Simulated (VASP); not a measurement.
# Hg (C2/m) in VASP: single point with PBEsol+U

Aim: the single point of Hg with PBEsol+U.

Everything below comes from runs of VASP 6.6.1. Logs are shortened: lines on timing, memory, paths and dates and some standing lists are left out, and cuts for length are marked.

## 1. The cell of the first run

The structure is monoclinic, space group C2/m (No. 12). Conventional cell: a = 4.468 Å, b = 4.092 Å, c = 3.060 Å, α = 90.00°, β = 96.54°, γ = 90.00°. Within 4.2 Å of Hg (site symmetry 2/m) lie 12 Hg at 3.03 to 4.12 Å.

## 2. Single point, PBEsol+U, collinear spin

Contents of INCAR:

```
PREC = Accurate
ENCUT = 550
EDIFF = 1E-6
ISMEAR = 0
SIGMA = 0.1
LREAL = False
LASPH = True
NELM = 200
ALGO = Normal
ISIF = 2
LWAVE = False
LCHARG = False
ISPIN = 2
MAGMOM = 0.16
LORBIT = 11
LDAU = True
LDAUTYPE = 1
LDAUL = 2
LDAUU = 4.6
LDAUJ = 0.73
LDAUPRINT = 1
GGA = PS
NBANDS = 20
GGA_COMPAT = False
```

Contents of KPOINTS:

```
Automatic mesh
0
Gamma
  2 2 2
```

Contents of POSCAR:

```
Hg
1.0
    2.2339762741     -2.0458582601      0.0000000000
    2.2339762741      2.0458582601      0.0000000000
   -0.3487351701      0.0000000000      3.0398006871
Hg
1
Direct
    0.5000000000      0.5000000000      0.5000000000
```

Potentials or basis: VASP PAW PBE potentials, release 64 (Hg_sv_GW).

Started as:

```
> cat potpaw_PBE.64/Hg_sv_GW/POTCAR > POTCAR
> mpirun -np 1 vasp_std > vasp.out
```

OUTCAR:

```text
PREC = Accurate
   ENCUT = 550
   EDIFF = 1E-6
   ISMEAR = 0
   LREAL = False
   LASPH = True
   NELM = 200
   ISIF = 2
   ISPIN = 2
   LORBIT = 11
   GGA = PS

 ion  position               nearest neighbor table
   1  0.500  0.500  0.500-

  LATTYP: Found a base centered monoclinic cell.
 ALAT       =     4.4679525482
 B/A-ratio  =     0.9157922955
 C/A-ratio  =     0.6848191074
 COS(beta)  =    -0.1139754530

  Lattice vectors:

 A1 = (   2.2339762741,  -2.0458582601,   0.0000000000)
 A2 = (   2.2339762741,   2.0458582601,   0.0000000000)
 A3 = (  -0.3487351701,   0.0000000000,   3.0398006871)

Analysis of symmetry for initial positions (statically):
=====================================================================
 Subroutine PRICEL returns:
 Original cell was already a primitive cell.

 Routine SETGRP: Setting up the symmetry group for a
 base centered monoclinic supercell.

 Subroutine GETGRP returns: Found  4 space group operations
 (whereof  4 operations were pure point group operations)
 out of a pool of  4 trial point group operations.

The static configuration has the point symmetry C_2h.

Analysis of symmetry for dynamics (positions and initial velocities):
=====================================================================
 Subroutine PRICEL returns:
 Original cell was already a primitive cell.

 Routine SETGRP: Setting up the symmetry group for a
 base centered monoclinic supercell.

 Subroutine GETGRP returns: Found  4 space group operations
 (whereof  4 operations were pure point group operations)
 out of a pool of  4 trial point group operations.

The dynamic configuration has the point symmetry C_2h.

Analysis of structural, dynamic, and magnetic symmetry:
=====================================================================
 Subroutine PRICEL returns:
 Original cell was already a primitive cell.

 Routine SETGRP: Setting up the symmetry group for a
 base centered monoclinic supercell.

 Subroutine GETGRP returns: Found  4 space group operations
 (whereof  4 operations were pure point group operations)
 out of a pool of  4 trial point group operations.

The overall configuration has the point symmetry C_2h.

 Subroutine INISYM returns: Found  4 space group operations
 (whereof  4 operations are pure point group operations),
 and found     1 'primitive' translations

----------------------------------------------------------------------------------------

                                     Primitive cell

  volume of cell :      27.7862

  direct lattice vectors                    reciprocal lattice vectors
     2.233976274 -2.045858260  0.000000000     0.223816164 -0.244396208  0.025676870
     2.233976274  2.045858260  0.000000000     0.223816164  0.244396208  0.025676870
    -0.348735170  0.000000000  3.039800687     0.000000000  0.000000000  0.328968937

  length of vectors
     3.029222015  3.029222015  3.059739276     0.332389054  0.332389054  0.328968937

  position of ions in fractional coordinates (direct lattice)
     0.500000000  0.500000000  0.500000000

  ion indices of the primitive-cell ions
   primitive index   ion index
                 1           1

----------------------------------------------------------------------------------------

 KPOINTS: Automatic mesh

Automatic generation of k-mesh.
 Grid dimensions read from file:
 generate k-points for:    2    2    2

 Generating k-lattice:

  Cartesian coordinates                     Fractional coordinates (reciprocal lattice)
     0.111908082 -0.122198104  0.012838435     0.500000000 -0.000000000  0.000000000
     0.111908082  0.122198104  0.012838435    -0.000000000  0.500000000  0.000000000
     0.000000000  0.000000000  0.164484468     0.000000000  0.000000000  0.500000000

  Length of vectors
     0.166194527  0.166194527  0.164484468

  Shift w.r.t. Gamma in fractional coordinates (k-lattice)
     0.000000000  0.000000000  0.000000000

 Subroutine IBZKPT returns following result:
 ===========================================

 Found      6 irreducible k-points:

 Following reciprocal coordinates:
            Coordinates               Weight
  0.000000  0.000000  0.000000      1.000000
  0.500000  0.000000  0.000000      2.000000
  0.500000  0.500000  0.000000      1.000000
  0.000000  0.000000  0.500000      1.000000
  0.500000  0.000000  0.500000      2.000000
  0.500000  0.500000  0.500000      1.000000
   k-points           NKPTS =      6   k-points in BZ     NKDIM =      6   number of bands    NBANDS=     20
   number of dos      NEDOS =    301   number of ions     NIONS =      1
   total plane-waves  NPLWV =  13824
   dimension x,y,z NGX =    24 NGY =   24 NGZ =   24
   dimension x,y,z NGXF=    48 NGYF=   48 NGZF=   48
   ions per type =               1
   NGX,Y,Z   is equivalent  to a cutoff of  13.17, 13.17, 13.04 a.u.
   NGXF,Y,Z  is equivalent  to a cutoff of  26.34, 26.34, 26.08 a.u.
 SYSTEM =  unknown system
   PREC   = accura    normal or accurate (medium, high low for compatibility)
   ISTART =      0    job   : 0-new  1-cont  2-samecut
   ICHARG =      2    charge: 1-file 2-atom 10-const
   ISPIN  =      2    spin polarized calculation?
   LNONCOLLINEAR =      F non collinear calculations
   LSORBIT =      F    spin-orbit coupling
   LASPH  =      T    aspherical Exc in radial PAW
   ENCUT  =  550.0 eV  40.42 Ry    6.36 a.u.   5.79  5.79  5.85*2*pi/ulx,y,z
   NELM   =    200;   NELMIN=  2; NELMDL= -5     # of ELM steps
   EDIFF  = 0.1E-05   stopping-criterion for ELM
   LREAL  =      F    real-space projection
   EDIFFG = 0.1E-04   stopping-criterion for IOM
   NSW    =      0    number of steps for IOM
   IBRION =     -1    ionic relax: 0-MD 1-quasi-New 2-CG
   NFREE  =      0    steps in history (QN), initial steepest desc. (CG)
   ISIF   =      2    stress and relaxation
   ISYM   =      2    0-nonsym 1-usesym 2-fastsym
   POTIM  = 0.5000    time-step for ionic-motion
   TEBEG  =    0.0;   TEEND  =   0.0 temperature during run
   PSTRESS=    0.0 pullay stress
   NELECT =      20.0000    total number of electrons
   NUPDOWN=      -1.0000    fix difference up-down
   EMIN   =  10.00;   EMAX   =-10.00  energy-range for DOS
   EFERMI =   0.00;   METHOD = LEGACY
   ISMEAR =     0;   SIGMA  =   0.10  broadening in eV -4-tet -1-fermi 0-gaus
   EFERMI_NEDOS =   21; number of points for ismear=-14 and -15
   IALGO  =     38    algorithm
   IMIX   =      4    mixing-type and parameters
     AMIX     =   0.40;   BMIX     =  1.00
     AMIX_MAG =   1.60;   BMIX_MAG =  1.00
  volume/ion in A,a.u.               =      27.79       187.51
  Fermi-wavevector in a.u.,A,eV,Ry     =   1.467152  2.772515 29.287015  2.152535
  Thomas-Fermi vector in A             =   2.582804
   LORBIT       =     11    0 simple, 1 ext, 2 COOP (PROOUT), +10 PAW based schemes
 LDA+U is selected, type is set to LDAUTYPE =  1
   angular momentum for each species LDAUL =     2
   U (eV)           for each species LDAUU =   4.6
   J (eV)           for each species LDAUJ =   0.7
   GGA     = PS    functional components
   LHFCALC =     F    Hartree Fock is set to
   AEXX    =    0.0000 exact exchange contribution
   IVDW    =     0    specifies the selected vdW correction
   LEPSILON=     F    determine dielectric tensor
   LRPA    =     F    only Hartree local field effects (RPA)
 spin polarized calculation
 Gauss-broadening in eV      SIGMA  =   0.10
  energy-cutoff  :      550.00
  volume of cell :       27.79
 maximum number of plane-waves:       820
 NGX is ok and might be reduce to    24
   NGX = 11   NGY = 11   NGZ = 11

atom =   1  type =  1  l = 2

 onsite density matrix

spin component  1

  0.9219 -0.0006  0.0000  0.0000  0.0000
 -0.0006  0.9028  0.0000  0.0000  0.0000
  0.0000  0.0000  0.9114 -0.0012  0.0007
  0.0000  0.0000 -0.0012  0.9027  0.0000
  0.0000  0.0000  0.0007  0.0000  0.9022

spin component  2

  0.9064  0.0016  0.0000  0.0000  0.0000
  0.0016  0.9032  0.0000  0.0000  0.0000
  0.0000  0.0000  0.9060  0.0006  0.0014
  0.0000  0.0000  0.0006  0.9028 -0.0001
  0.0000  0.0000  0.0014 -0.0001  0.9030

 occupancies and eigenvectors

  o =  0.9021  v =  0.0000  0.0000 -0.1109 -0.2983  0.9480  0.0000  0.0000  0.0000  0.0000  0.0000      0.0000  0.0000  0.0000  0.0000  0.0000  0.0000  0.0000  0.0000  0.0000  0.0000
  o =  0.9023  v =  0.0000  0.0000  0.0000  0.0000  0.0000  0.0000  0.0000 -0.3651  0.5233  0.7700      0.0000  0.0000  0.0000  0.0000  0.0000  0.0000  0.0000  0.0000  0.0000  0.0000
  o =  0.9025  v =  0.0000  0.0000  0.0000  0.0000  0.0000  0.3826 -0.9239  0.0000  0.0000  0.0000      0.0000  0.0000  0.0000  0.0000  0.0000  0.0000  0.0000  0.0000  0.0000  0.0000
  o =  0.9025  v =  0.0000  0.0000  0.1029  0.9453  0.3095  0.0000  0.0000  0.0000  0.0000  0.0000      0.0000  0.0000  0.0000  0.0000  0.0000  0.0000  0.0000  0.0000  0.0000  0.0000
  o =  0.9027  v = -0.0315 -0.9995  0.0000  0.0000  0.0000  0.0000  0.0000  0.0000  0.0000  0.0000      0.0000  0.0000  0.0000  0.0000  0.0000  0.0000  0.0000  0.0000  0.0000  0.0000
  o =  0.9029  v =  0.0000  0.0000  0.0000  0.0000  0.0000  0.0000  0.0000 -0.0746 -0.8409  0.5361      0.0000  0.0000  0.0000  0.0000  0.0000  0.0000  0.0000  0.0000  0.0000  0.0000
  o =  0.9066  v =  0.0000  0.0000  0.0000  0.0000  0.0000  0.0000  0.0000 -0.9280 -0.1383 -0.3460      0.0000  0.0000  0.0000  0.0000  0.0000  0.0000  0.0000  0.0000  0.0000  0.0000
  o =  0.9071  v =  0.0000  0.0000  0.0000  0.0000  0.0000 -0.9239 -0.3826  0.0000  0.0000  0.0000      0.0000  0.0000  0.0000  0.0000  0.0000  0.0000  0.0000  0.0000  0.0000  0.0000
  o =  0.9116  v =  0.0000  0.0000 -0.9885  0.1319 -0.0742  0.0000  0.0000  0.0000  0.0000  0.0000      0.0000  0.0000  0.0000  0.0000  0.0000  0.0000  0.0000  0.0000  0.0000  0.0000
  o =  0.9219  v = -0.9995  0.0315  0.0000  0.0000  0.0000  0.0000  0.0000  0.0000  0.0000  0.0000      0.0000  0.0000  0.0000  0.0000  0.0000  0.0000  0.0000  0.0000  0.0000  0.0000

 number of electron      19.9999996 magnetization       0.2031364

 Free energy of the ion-electron system (eV)
  ---------------------------------------------------
  ext. energy  EPLUGINS =         0.00000000
  ---------------------------------------------------
  free energy    TOTEN  =         2.75442890 eV

  energy without entropy =        2.76332453  energy(sigma->0) =        2.75887672

 E-fermi :   4.6324     XC(G=0): -10.5306

 val. band max:        4.5598695758   @ k =   0.5000   0.0000   0.5000
 cond. band min:       4.7162981397   @ k =   0.5000   0.5000   0.0000
 fundamental gap:      0.1564285640
 Fermi energy:         4.6323668926

 spin component 1

 k-point     1 :       0.0000    0.0000    0.0000
  band No.  band energies     occupation
      1    -109.9588      1.00000
      2     -58.3370      1.00000
      3     -58.3104      1.00000
      4     -58.3029      1.00000
      5      -4.6499      1.00000
      6      -4.5794      1.00000
[... 12 lines left out ...]
     19      28.2892      0.00000
     20      30.4164      0.00000

 k-point     2 :       0.5000    0.0000    0.0000
  band No.  band energies     occupation
      1    -109.9577      1.00000
      2     -58.3668      1.00000
      3     -58.3166      1.00000
      4     -58.3047      1.00000
      5      -4.4644      1.00000
      6      -4.0691      1.00000
[... 84 lines left out ...]
 k-point     6 :       0.5000    0.5000    0.5000
  band No.  band energies     occupation
      1    -109.9557      1.00000
      2     -58.3802      1.00000
      3     -58.3399      1.00000
      4     -58.3361      1.00000
      5      -4.1921      1.00000
      6      -4.0083      1.00000
[... 12 lines left out ...]
     19      32.5151      0.00000
     20      35.7208      0.00000
 Fermi energy:         4.6323668926

 spin component 2

 k-point     1 :       0.0000    0.0000    0.0000
  band No.  band energies     occupation
      1    -109.9328      1.00000
      2     -58.2997      1.00000
      3     -58.2804      1.00000
      4     -58.2674      1.00000
      5      -4.4904      1.00000
      6      -4.4650      1.00000
[... 12 lines left out ...]
     19      28.4390      0.00000
     20      30.4996      0.00000

 k-point     2 :       0.5000    0.0000    0.0000
  band No.  band energies     occupation
      1    -109.9317      1.00000
      2     -58.3294      1.00000
      3     -58.2843      1.00000
      4     -58.2712      1.00000
      5      -4.3342      1.00000
      6      -3.9358      1.00000
[... 84 lines left out ...]
 k-point     6 :       0.5000    0.5000    0.5000
  band No.  band energies     occupation
      1    -109.9296      1.00000
      2     -58.3423      1.00000
      3     -58.3100      1.00000
      4     -58.3003      1.00000
      5      -4.1172      1.00000
      6      -3.9353      1.00000
[... 12 lines left out ...]
     19      32.6776      0.00000
     20      35.8606      0.00000

------------------------ aborting loop because EDIFF is reached ----------------------------------------

  FORCE on cell =-STRESS in cart. coord.  units (eV):
  Direction    XX          YY          ZZ          XY          YZ          ZX
  --------------------------------------------------------------------------------------
  -------------------------------------------------------------------------------------
  Total        0.6215128      1.0779161      1.9156156      0.0000000      0.0000000     -0.1819580
  in kB       35.8369856     62.1536089    110.4561126      0.0000000      0.0000000    -10.4918616
  external PRESSURE =      69.4822357 kB  Pullay stress =       0.0000000 kB

 VOLUME and BASIS-vectors are now :
 -----------------------------------------------------------------------------
  energy-cutoff  :      550.00
  volume of cell :       27.79
      direct lattice vectors                 reciprocal lattice vectors
     2.233976274 -2.045858260  0.000000000     0.223816164 -0.244396208  0.025676870
     2.233976274  2.045858260  0.000000000     0.223816164  0.244396208  0.025676870
    -0.348735170  0.000000000  3.039800687     0.000000000  0.000000000  0.328968937

 POSITION                                       TOTAL-FORCE (eV/Angst)
 -----------------------------------------------------------------------------------
      2.05961      0.00000      1.51990         0.000000      0.000000      0.000000
 -----------------------------------------------------------------------------------
    total drift:                                0.000000     -0.000000     -0.000000

  FREE ENERGIE OF THE ION-ELECTRON SYSTEM (eV)
  ---------------------------------------------------
  free  energy   TOTEN  =         2.7544289013 eV

  energy  without entropy=        2.7633245291  energy(sigma->0) =        2.75887672

 total charge

# of ion       s       p       d       f       tot
--------------------------------------------------
    1        2.554   6.237   9.014   0.000  17.806

 magnetization (x)

# of ion       s       p       d       f       tot
--------------------------------------------------
    1        0.113   0.002   0.020  -0.000   0.134
```

Wall time 8.1 s (1 thread of AMD EPYC 7R13 (Zen 3), shared host); peak memory 0.13 GiB.

What came out:

| Quantity | Value |
| --- | --- |
| Free energy | 2.7544 eV |
| Pressure | 6.9 GPa |
| Net moment | 0.20 μB per cell |
| Site moments | Hg +0.13 μB |
| Valence electrons inside the program's atomic spheres | Hg 17.81 |

Levels at points of the mesh, in eV from the Fermi level:
Spin up:
```
           k point  band 7  band 8  band 9  band 10  band 11  band 12  band 13  band 14
(0.00, 0.00, 0.00)   -8.60   -7.35   -7.34    -7.31     9.18     9.53     9.54    12.73
(0.50, 0.00, 0.00)   -7.90   -7.82   -7.30    -3.48    -2.08    12.00    12.26    14.32
(0.50, 0.50, 0.00)   -7.83   -7.78   -6.84     0.08     0.52     1.79     6.68    14.07
(0.00, 0.00, 0.50)   -7.86   -7.80   -7.27    -3.65    -2.09    12.21    12.25    14.41
(0.50, 0.00, 0.50)   -7.78   -7.74   -6.85    -0.07     0.50     1.69     6.58    14.26
(0.50, 0.50, 0.50)   -8.61   -6.83   -6.82     2.82     3.62     4.97     5.00     8.12
```
Spin down:
```csv
k point,band 7,band 8,band 9,band 10,band 11,band 12
"(0.00, 0.00, 0.00)",-8.47,-7.27,-7.27,-7.25,9.33,9.66
"(0.50, 0.00, 0.00)",-7.83,-7.75,-7.23,-3.34,-1.97,12.13
"(0.50, 0.50, 0.00)",-7.75,-7.70,-6.69,0.21,0.65,1.93
"(0.00, 0.00, 0.50)",-7.79,-7.72,-7.22,-3.50,-2.01,12.35
"(0.50, 0.00, 0.50)",-7.72,-7.67,-6.73,0.09,0.61,1.81
"(0.50, 0.50, 0.50)",-8.53,-6.72,-6.67,2.97,3.78,5.14
```

Eigenvalues of the final occupation matrices:
```csv
site,spin,trace,eigenvalues
site 1 d,1,4.54,0.90 0.90 0.90 0.91 0.92
site 1 d,2,4.52,0.90 0.90 0.90 0.91 0.91
```

Caveat: the k points lie up to 1.04 Å⁻¹ apart, too coarse for converged energies, forces and pressures; a moment this small can come from the mesh or the smearing; the PAW data sets were made with another functional, which shifts forces and pressure a little; spin-orbit coupling is left out, which moves the levels of the heavy elements; the U is typed as a test and isn't derived for this compound.
